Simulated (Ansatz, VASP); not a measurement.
**Sc in VASP and in Ansatz**

INCAR

```
SYSTEM = Sc
PREC = Accurate
ENCUT = 520
EDIFF = 1E-6
ISMEAR = 0
SIGMA = 0.1
LREAL = .False.
LASPH = .True.
NELM = 100
ALGO = Fast
ISIF = 2
LWAVE = .False.
LCHARG = .False.
GGA = PS
NBANDS = 12
```

KPOINTS

```
regular mesh
0
Gamma
  14 14 14
  0 0 0
```

Contents of POSCAR:

```
Sc
1.0
   -1.8368170599      1.9999520747      1.8086016069
    1.8368170599     -1.9999520747      1.8086016069
    1.8368170599      1.9999520747     -1.8086016069
Sc
1
Direct
    0.0000000000      0.0000000000      0.0000000000
```

Input for Ansatz:

```yaml
crystal:
  lattice:
    - [-1.8368170599, 1.9999520747, 1.8086016069]
    - [1.8368170599, -1.9999520747, 1.8086016069]
    - [1.8368170599, 1.9999520747, -1.8086016069]
  atoms:
    - { symbol: Sc, position: [0.0, 0.0, 0.0] }
basis:
  ecutwfc: 420
kpoints:
  mp_grid: { grid: [14, 14, 14] }
hamiltonian:
  xc: pbesol
scf:
  occupations: { method: gaussian, width: 0.1 }
output:
  forces: true
  stress: true
  eigenvalues: true
  populations: true
```

Alike in both runs: task single point; functional PBEsol; k mesh 14 × 14 × 14; occupations gaussian, width 0.1 eV; no spin polarisation.

|  | VASP | Ansatz |
| --- | --- | --- |
| version | VASP 6.6.1 | Ansatz 0.2.0 |
| potentials or method | VASP PAW PBE potentials, release 64 (Sc_sv), cutoff 520 eV | scalar-relativistic, plane waves, PAW |
| valence electrons in the cell | 11 | 11 |

Ansatz gave:

```
gap on the k mesh at the Fermi level (eV)                     : none
pressure (GPa)                                                : -5.1
traceless stress, the component that is largest in VASP (GPa) : 0.97
```

Q: Which values does VASP return?

A: gap on the k mesh at the Fermi level (eV): none; pressure (GPa): -5.1; traceless stress, the component that is largest in VASP (GPa): 0.98.

VASP's potentials were made for PBE, not for PBEsol. A gap of «none» marks a metal or a gap that the smearing closes.
